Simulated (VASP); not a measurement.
# TiCo: single point with PBE+U

Crystal: TiCo.

```
CELL_PARAMETERS angstrom
0.00000 2.98611 2.98611
2.98611 0.00000 0.00000
0.00000 2.98611 -2.98611
ATOMIC_POSITIONS crystal
Ti 0.00000 0.00000 0.00000
Ti 0.50000 0.00000 0.50000
Co 0.50000 0.50000 0.00000
Co 0.00000 0.50000 0.50000
```

* Program: VASP 6.6.1
* Task: single point
* Functional: PBE
* Potentials or basis: VASP PAW PBE potentials, release 64 (Ti_sv, Co)
* Cutoff: 520 eV
* k mesh: 8 × 12 × 8
* Occupations: tetrahedron
* Spin: collinear spin, ferromagnetic start
* Starting moments: [0.0, 0.0, 1.0, 1.0] μB
* Hubbard terms: Ti d U = 3.0 eV

| Item | Value |
| --- | --- |
| Pressure | 5.2 GPa |
| Net moment | 1.80 μB per cell |
| Site moments | Ti -0.03; Co +0.98 μB |
| Valence electrons inside the program's atomic spheres | Ti 10.19; Co 8.33 |

Stress tensor (GPa, compression positive):
```
5.09 0.00 0.00
0.00 5.19 0.00
0.00 0.00 5.19
```

Levels at points of the mesh, in eV from the Fermi level:
Spin up:
```
           k point  band 19  band 20  band 21  band 22  band 23  band 24  band 25  band 26
(0.00, 0.00, 0.00)    -1.60    -0.86     0.31     0.31     0.65     0.65     1.27     2.41
(0.50, 0.00, 0.00)    -1.91    -1.91     0.24     0.24     0.67     0.67     0.81     0.81
(0.00, 0.50, 0.00)    -2.08    -1.60    -1.58    -1.57    -0.76    -0.44     0.64     0.64
(0.50, 0.50, 0.00)    -1.60    -1.60    -1.10    -1.10    -0.02    -0.02     1.43     1.43
(0.50, 0.00, 0.50)    -1.60    -1.60    -0.76    -0.76    -0.44    -0.44     0.63     0.63
(0.50, 0.50, 0.50)    -0.86    -0.86     0.31     0.31     0.32     0.32     1.28     1.28
```
Spin down:
| k point | band 18 | band 19 | band 20 | band 21 | band 22 | band 23 |
| --- | --- | --- | --- | --- | --- | --- |
| (0.00, 0.00, 0.00) | -1.37 | -0.02 | 0.28 | 0.28 | 0.29 | 1.10 |
| (0.50, 0.00, 0.00) | -1.62 | -1.30 | -1.30 | 0.73 | 0.73 | 0.79 |
| (0.00, 0.50, 0.00) | -1.48 | -1.48 | -0.95 | -0.69 | 0.01 | 0.01 |
| (0.50, 0.50, 0.00) | -2.02 | -1.51 | -1.51 | 0.21 | 0.21 | 0.64 |
| (0.50, 0.00, 0.50) | -1.48 | -0.95 | -0.95 | -0.69 | -0.69 | 0.53 |
| (0.50, 0.50, 0.50) | -0.02 | 0.28 | 0.28 | 0.28 | 0.28 | 0.29 |

Eigenvalues of the final occupation matrices:
| site | spin | trace | eigenvalues |
| --- | --- | --- | --- |
| site 1 d | 1 | 0.86 | 0.11 0.11 0.21 0.21 0.22 |
| site 1 d | 2 | 0.88 | 0.15 0.15 0.19 0.19 0.19 |
| site 2 d | 1 | 0.86 | 0.11 0.11 0.21 0.21 0.22 |
| site 2 d | 2 | 0.88 | 0.15 0.15 0.19 0.19 0.19 |

It took 3.6 min on 1 thread of AMD EPYC 9R45 96-Core Processor (Zen 5), with other jobs on the host, peak memory 0.36 GiB.

Caveat: the cell stands under pressure; the U is typed as a test and isn't derived for this compound; tetrahedron occupations give inexact forces and stress in metals. The state reached can hang on the start; a lower one may exist.
